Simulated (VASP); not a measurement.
# Ge (Fddd) in VASP: single point with PBEsol

Aim: the single point of Ge with PBEsol.

Everything below comes from runs of VASP 6.6.1. Logs are shortened: lines on timing, memory, paths and dates and some standing lists are left out, and cuts for length are marked.

### Step 1. The cell of the first run

It takes space group Fddd (No. 70, orthorhombic). Conventional cell: a = 2.795 Å, b = 6.963 Å, c = 7.600 Å, α = 90.00°, β = 90.00°, γ = 90.00°. Ge (site symmetry 222) has 10 Ge at 2.67 to 3.32 Å within 3.5 Å.

### Step 2. Single point, PBEsol (strain +0.0875 x Voigt [0, 0, 0, 0, 0, 1])

Input file INCAR:

```
SYSTEM = Ge
PREC     = Accurate       ! precision mode
ENCUT    = 520            ! plane-wave cutoff, eV
EDIFF    = 1E-6           ! SCF threshold, eV
ISMEAR   = 0              ! smearing method
SIGMA    = 0.15           ! smearing width, eV
LREAL    = .FALSE.        ! projectors in reciprocal space
LASPH    = .TRUE.         ! aspherical terms in the spheres
NELM     = 80             ! most SCF steps
ALGO     = Normal         ! electronic algorithm
ISIF     = 2              ! what is computed and relaxed
LWAVE    = .FALSE.        ! write WAVECAR
LCHARG   = .FALSE.        ! write CHGCAR
GGA      = PS             ! functional
NBANDS   = 21             ! bands
```

Input file KPOINTS:

```
Automatic mesh
0
G
  20 20 20
  0 0 0
```

Input file POSCAR:

```
Ge
1.0
   -2.4618557938      2.4618557938      1.3974126432
    2.4618557938     -2.4618557938      1.3974126432
    2.6871236442      2.6871236442     -1.3974126432
Ge
2
Direct
    0.2500000000      0.7500000000      0.5000000000
    0.5000000000      0.5000000000      0.0000000000
```

Potentials or basis: VASP PAW PBE potentials, release 64 (Ge_d).

The run is started by

```bash
> cat potpaw_PBE.64/Ge_d/POTCAR > POTCAR
> mpirun -np 1 vasp_std > vasp.out
```

OUTCAR:

```text
SYSTEM = Ge
   PREC = Accurate
   ENCUT = 520
   EDIFF = 1E-6
   ISMEAR = 0
   LREAL = .FALSE.
   LASPH = .TRUE.
   NELM = 80
   ISIF = 2
   GGA = PS

 ion  position               nearest neighbor table
   1  0.250  0.750  0.500-   2 2.67   2 2.67   2 2.67   2 2.67
   2  0.500  0.500  0.000-   1 2.67   1 2.67   1 2.67   1 2.67

  LATTYP: Found a face centered orthorhombic cell.
 ALAT       =     2.7948252864
 B/A-ratio  =     2.4914543812
 C/A-ratio  =     2.7194305990

  Lattice vectors:

 A1 = (   5.1489794380,   0.2252678504,   0.0000000000)
 A2 = (   2.6871236442,   2.6871236442,   1.3974126432)
 A3 = (   2.4618557938,  -2.4618557938,   1.3974126432)

Analysis of symmetry for initial positions (statically):
=====================================================================
 Subroutine PRICEL returns:
 Original cell was already a primitive cell.

 Routine SETGRP: Setting up the symmetry group for a
 face centered orthorhombic supercell.

 Subroutine GETGRP returns: Found  8 space group operations
 (whereof  4 operations were pure point group operations)
 out of a pool of  8 trial point group operations.

The static configuration has the point symmetry D_2 .
 The point group associated with its full space group is D_2h.

Analysis of symmetry for dynamics (positions and initial velocities):
=====================================================================
 Subroutine PRICEL returns:
 Original cell was already a primitive cell.

 Routine SETGRP: Setting up the symmetry group for a
 face centered orthorhombic supercell.

 Subroutine GETGRP returns: Found  8 space group operations
 (whereof  4 operations were pure point group operations)
 out of a pool of  8 trial point group operations.

The dynamic configuration has the point symmetry D_2 .
 The point group associated with its full space group is D_2h.

 Subroutine INISYM returns: Found  8 space group operations
 (whereof  4 operations are pure point group operations),
 and found     1 'primitive' translations

----------------------------------------------------------------------------------------

                                     Primitive cell

  volume of cell :      36.9773

  direct lattice vectors                    reciprocal lattice vectors
    -2.461855794  2.461855794  1.397412643    -0.008513124  0.194585693  0.357804119
     2.461855794 -2.461855794  1.397412643     0.194585693 -0.008513124  0.357804119
     2.687123644  2.687123644 -1.397412643     0.186072569  0.186072569  0.000000000

  length of vectors
     3.751563673  3.751563673  4.048954069     0.407381704  0.407381704  0.263146351

  position of ions in fractional coordinates (direct lattice)
     0.250000000  0.750000000  0.500000000
     0.500000000  0.500000000  0.000000000

  ion indices of the primitive-cell ions
   primitive index   ion index
                 1           1
                 2           2

----------------------------------------------------------------------------------------

 KPOINTS: Automatic mesh

Automatic generation of k-mesh.
 Grid dimensions read from file:
 generate k-points for:   20   20   20

 Generating k-lattice:

  Cartesian coordinates                     Fractional coordinates (reciprocal lattice)
    -0.000425656  0.009729285  0.017890206     0.050000000  0.000000000 -0.000000000
     0.009729285 -0.000425656  0.017890206     0.000000000  0.050000000 -0.000000000
     0.009303628  0.009303628  0.000000000     0.000000000  0.000000000  0.050000000

  Length of vectors
     0.020369085  0.020369085  0.013157318

  Shift w.r.t. Gamma in fractional coordinates (k-lattice)
     0.000000000  0.000000000  0.000000000

 Subroutine IBZKPT returns following result:
 ===========================================

 Found   1166 irreducible k-points:

 Following reciprocal coordinates:
            Coordinates               Weight
  0.000000  0.000000  0.000000      1.000000
  0.050000  0.000000 -0.000000      8.000000
  0.100000 -0.000000  0.000000      8.000000
  0.150000  0.000000 -0.000000      8.000000
  0.200000 -0.000000  0.000000      8.000000
  0.250000  0.000000  0.000000      8.000000
[... 16 lines left out ...]
 -0.400000  0.050000  0.000000      8.000000
 -0.350000  0.050000 -0.000000      8.000000
 [... further k-points ...]
   k-points           NKPTS =   1166   k-points in BZ     NKDIM =   1166   number of bands    NBANDS=     21
   number of dos      NEDOS =    301   number of ions     NIONS =      2
   total plane-waves  NPLWV =  23520
   dimension x,y,z NGX =    28 NGY =   28 NGZ =   30
   dimension x,y,z NGXF=    56 NGYF=   56 NGZF=   60
   ions per type =               2
   NGX,Y,Z   is equivalent  to a cutoff of  12.41, 12.41, 12.32 a.u.
   NGXF,Y,Z  is equivalent  to a cutoff of  24.82, 24.82, 24.64 a.u.
 SYSTEM =  Ge
   PREC   = accura    normal or accurate (medium, high low for compatibility)
   ISTART =      0    job   : 0-new  1-cont  2-samecut
   ICHARG =      2    charge: 1-file 2-atom 10-const
   ISPIN  =      1    spin polarized calculation?
   LNONCOLLINEAR =      F non collinear calculations
   LSORBIT =      F    spin-orbit coupling
   LASPH  =      T    aspherical Exc in radial PAW
   ENCUT  =  520.0 eV  38.22 Ry    6.18 a.u.   6.98  6.98  7.53*2*pi/ulx,y,z
   NELM   =     80;   NELMIN=  2; NELMDL= -5     # of ELM steps
   EDIFF  = 0.1E-05   stopping-criterion for ELM
   LREAL  =      F    real-space projection
   EDIFFG = 0.1E-04   stopping-criterion for IOM
   NSW    =      0    number of steps for IOM
   IBRION =     -1    ionic relax: 0-MD 1-quasi-New 2-CG
   NFREE  =      0    steps in history (QN), initial steepest desc. (CG)
   ISIF   =      2    stress and relaxation
   ISYM   =      2    0-nonsym 1-usesym 2-fastsym
   POTIM  = 0.5000    time-step for ionic-motion
   TEBEG  =    0.0;   TEEND  =   0.0 temperature during run
   PSTRESS=    0.0 pullay stress
   NELECT =      28.0000    total number of electrons
   NUPDOWN=      -1.0000    fix difference up-down
   EMIN   =  10.00;   EMAX   =-10.00  energy-range for DOS
   EFERMI =   0.00;   METHOD = LEGACY
   ISMEAR =     0;   SIGMA  =   0.15  broadening in eV -4-tet -1-fermi 0-gaus
   EFERMI_NEDOS =   21; number of points for ismear=-14 and -15
   IALGO  =     38    algorithm
   IMIX   =      4    mixing-type and parameters
     AMIX     =   0.40;   BMIX     =  1.00
     AMIX_MAG =   1.60;   BMIX_MAG =  1.00
  volume/ion in A,a.u.               =      18.49       124.77
  Fermi-wavevector in a.u.,A,eV,Ry     =   1.492162  2.819777 30.294002  2.226546
  Thomas-Fermi vector in A             =   2.604725
   LORBIT       =      0    0 simple, 1 ext, 2 COOP (PROOUT), +10 PAW based schemes
   GGA     = PS    functional components
   LHFCALC =     F    Hartree Fock is set to
   AEXX    =    0.0000 exact exchange contribution
   IVDW    =     0    specifies the selected vdW correction
   LEPSILON=     F    determine dielectric tensor
   LRPA    =     F    only Hartree local field effects (RPA)
 non-spin polarized calculation
 Gauss-broadening in eV      SIGMA  =   0.15
  energy-cutoff  :      520.00
  volume of cell :       36.98
 maximum number of plane-waves:      1021
   NGX = 13   NGY = 13   NGZ = 15

 number of electron      27.9999987 magnetization

 Free energy of the ion-electron system (eV)
  ---------------------------------------------------
  ext. energy  EPLUGINS =         0.00000000
  ---------------------------------------------------
  free energy    TOTEN  =        -9.49669427 eV

  energy without entropy =       -9.48654560  energy(sigma->0) =       -9.49161994

 E-fermi :   6.6623     XC(G=0): -11.4820

 val. band max:        6.6613875383   @ k =   0.2000  -0.0000   0.0000
 cond. band min:       6.6625155672   @ k =   0.2500   0.0000   0.2500
 fundamental gap:      0.0011280288
 Fermi energy:         6.6623401683

 k-point     1 :       0.0000    0.0000    0.0000
  band No.  band energies     occupation
      1     -17.9874      2.00000
      2     -17.9429      2.00000
      3     -17.9180      2.00000
      4     -17.9059      2.00000
      5     -17.8073      2.00000
      6     -17.8031      2.00000
[... 13 lines left out ...]
     20      18.3605      0.00000
     21      19.2830      0.00000

 k-point     2 :       0.0500    0.0000   -0.0000
  band No.  band energies     occupation
      1     -17.9864      2.00000
      2     -17.9395      2.00000
      3     -17.9158      2.00000
      4     -17.9026      2.00000
      5     -17.8095      2.00000
      6     -17.8075      2.00000
[... 13 lines left out ...]
     20      18.4069      0.00000
     21      19.5166      0.00000

 k-point     3 :       0.1000   -0.0000    0.0000
  band No.  band energies     occupation
      1     -17.9836      2.00000
      2     -17.9297      2.00000
      3     -17.9104      2.00000
      4     -17.8925      2.00000
      5     -17.8157      2.00000
      6     -17.8137      2.00000
[... 13 lines left out ...]
     20      18.0599      0.00000
     21      18.5612      0.00000

 k-point     4 :       0.1500    0.0000   -0.0000
  band No.  band energies     occupation
      1     -17.9787      2.00000
      2     -17.9151      2.00000
      3     -17.9035      2.00000
      4     -17.8773      2.00000
      5     -17.8249      2.00000
      6     -17.8180      2.00000
[... 13 lines left out ...]
     20      17.1142      0.00000
     21      17.6597      0.00000

 k-point     5 :       0.2000   -0.0000    0.0000
  band No.  band energies     occupation
      1     -17.9723      2.00000
      2     -17.8990      2.00000
      3     -17.8956      2.00000
      4     -17.8633      2.00000
      5     -17.8353      2.00000
      6     -17.8176      2.00000
[... 13 lines left out ...]
     20      16.2494      0.00000
     21      17.3220      0.00000

 k-point     6 :       0.2500    0.0000    0.0000
  band No.  band energies     occupation
      1     -17.9652      2.00000
      2     -17.8882      2.00000
      3     -17.8857      2.00000
      4     -17.8580      2.00000
      5     -17.8451      2.00000
      6     -17.8167      2.00000
[... 13 lines left out ...]
     20      15.5570      0.00000
     21      17.4549      0.00000

 k-point     7 :       0.3000    0.0000   -0.0000
  band No.  band energies     occupation
      1     -17.9583      2.00000
      2     -17.8836      2.00000
      3     -17.8787      2.00000
      4     -17.8630      2.00000
      5     -17.8509      2.00000
      6     -17.8227      2.00000
[... 13 lines left out ...]
     20      15.1205      0.00000
     21      17.8723      0.00000
[... 291 lines left out ...]
      1     -17.9433      2.00000
      2     -17.9008      2.00000
      3     -17.8931      2.00000
      4     -17.8656      2.00000
      5     -17.8394      2.00000
      6     -17.8367      2.00000
[... 13 lines left out ...]
     20      17.5013      0.00000
     21      19.0798      0.00000

 k-point    21 :       0.5000    0.0500    0.0000
  band No.  band energies     occupation
      1     -17.9419      2.00000
      2     -17.9012      2.00000
      3     -17.8925      2.00000
      4     -17.8655      2.00000
      5     -17.8386      2.00000
      6     -17.8364      2.00000
[... 13 lines left out ...]
     20      17.6808      0.00000
     21      19.3762      0.00000

 k-point    22 :      -0.4500    0.0500    0.0000
  band No.  band energies     occupation
      1     -17.9438      2.00000
      2     -17.8949      2.00000
      3     -17.8890      2.00000
      4     -17.8675      2.00000
      5     -17.8393      2.00000
      6     -17.8356      2.00000
[... 13 lines left out ...]
     20      17.8006      0.00000
     21      18.8862      0.00000

 k-point    23 :      -0.4000    0.0500    0.0000
  band No.  band energies     occupation
      1     -17.9479      2.00000
      2     -17.8853      2.00000
      3     -17.8841      2.00000
      4     -17.8710      2.00000
      5     -17.8437      2.00000
      6     -17.8308      2.00000
[... 13 lines left out ...]
     20      16.7754      0.00000
     21      18.0907      0.00000

 k-point    24 :      -0.3500    0.0500   -0.0000
  band No.  band energies     occupation
      1     -17.9533      2.00000
      2     -17.8828      2.00000
      3     -17.8795      2.00000
      4     -17.8707      2.00000
      5     -17.8457      2.00000
      6     -17.8248      2.00000
[... 13 lines left out ...]
     20      15.9033      0.00000
     21      17.5042      0.00000

 [... further k-points ...]

------------------------ aborting loop because EDIFF is reached ----------------------------------------

  FORCE on cell =-STRESS in cart. coord.  units (eV):
  Direction    XX          YY          ZZ          XY          YZ          ZX
  --------------------------------------------------------------------------------------
  -------------------------------------------------------------------------------------
  Total       -0.1056335     -0.1056335     -0.0834046     -0.9127823      0.0000000      0.0000000
  in kB       -4.5769625     -4.5769625     -3.6138149    -39.5496700      0.0000000      0.0000000
  external PRESSURE =      -4.2559133 kB  Pullay stress =       0.0000000 kB

 VOLUME and BASIS-vectors are now :
 -----------------------------------------------------------------------------
  energy-cutoff  :      520.00
  volume of cell :       36.98
      direct lattice vectors                 reciprocal lattice vectors
    -2.461855794  2.461855794  1.397412643    -0.008513124  0.194585693  0.357804119
     2.461855794 -2.461855794  1.397412643     0.194585693 -0.008513124  0.357804119
     2.687123644  2.687123644 -1.397412643     0.186072569  0.186072569  0.000000000

 POSITION                                       TOTAL-FORCE (eV/Angst)
 -----------------------------------------------------------------------------------
      2.57449      0.11263      0.69871        -0.000000     -0.000000      0.000000
      0.00000      0.00000      1.39741         0.000000      0.000000     -0.000000
 -----------------------------------------------------------------------------------
    total drift:                                0.000000     -0.000000      0.000000

  FREE ENERGIE OF THE ION-ELECTRON SYSTEM (eV)
  ---------------------------------------------------
  free  energy   TOTEN  =        -9.4966942745 eV

  energy  without entropy=       -9.4865455998  energy(sigma->0) =       -9.49161994
```

Run time: 7.5 min. Hardware: 1 thread of Intel Xeon Platinum 8375C at 2.90GHz (Ice Lake), shared host; peak memory 0.74 GiB.

Results:

```yaml
Free_energy: -9.4967 eV
Pressure: -0.4 GPa
Band_gap_on_the_k_mesh: zero (bands 14 and 15 overlap by 5.53 eV)
```

Caveat: the cell differs from its parent crystal (strain +0.0875 x Voigt [0, 0, 0, 0, 0, 1]); the PAW data sets were made with another functional, which shifts forces and pressure a little.
